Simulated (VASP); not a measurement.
**SnS: single point with PBE**

SnS:

```xyz
8
Lattice="11.8200 0.0000 0.0000 0.0000 3.9880 0.0000 0.0000 0.0000 4.3400" Properties=species:S:1:pos:R:3 pbc="T T T"
Sn    1.3948    0.9970    0.4991
Sn    4.5152    2.9910    2.6691
Sn    7.3048    0.9970    1.6709
Sn   10.4252    2.9910    3.8409
S    10.0470    0.9970    2.0745
S     7.6830    2.9910    4.2445
S     4.1370    0.9970    0.0955
S     1.7730    2.9910    2.2655
```

* Program: VASP 6.6.1
* Task: single point
* Functional: PBE
* Potentials or basis: VASP PAW PBE potentials, release 64 (Sn_d, S)
* Cutoff: 500 eV
* k mesh: 2 × 6 × 5
* Occupations: tetrahedron
* Spin: no spin polarisation
* Dipole correction: no
* Further INCAR settings: ALGO = Normal; EDIFF = 1e-06; NBANDS = 50

```json
{
  "Pressure": "-1.1 GPa",
  "Largest force": "0.399 eV/Å",
  "Band gap on the k mesh": "0.58 eV (least direct gap 0.92 eV)"
}
```

Forces on the atoms (eV/Å):
```
Sn   0.385  0.000  0.104
Sn  -0.385  0.000  0.104
Sn   0.385  0.000 -0.104
Sn  -0.385  0.000 -0.104
S   -0.248  0.000  0.052
S    0.248  0.000  0.052
S   -0.248  0.000 -0.052
S    0.248  0.000 -0.052
```

Stress tensor (GPa, compression positive):
```
-3.28  0.00  0.00
 0.00  0.21  0.00
 0.00  0.00 -0.20
```

Levels at points of the mesh, in eV from the valence-band top:
```tsv
k point	band 38	band 39	band 40	band 41	band 42	band 43
(0.00, 0.00, 0.00)	-1.52	-0.68	-0.45	0.58	3.05	3.11
(0.50, 0.00, 0.00)	-1.97	-0.55	-0.55	2.19	2.19	2.94
(0.00, 0.50, 0.00)	-1.00	-0.79	-0.79	1.33	1.33	1.45
(0.50, 0.50, 0.00)	-0.93	-0.93	-0.93	1.55	1.55	1.55
```

Run time: 5.3 min on 1 thread of Oxide Virtual Turin-like Processor (shared host), peak memory 0.33 GiB.

Caveat: semilocal functionals underestimate gaps, and a narrow one can read as zero; spin-orbit coupling is left out, which moves the levels of the heavy elements. A k mesh can miss the band edges.
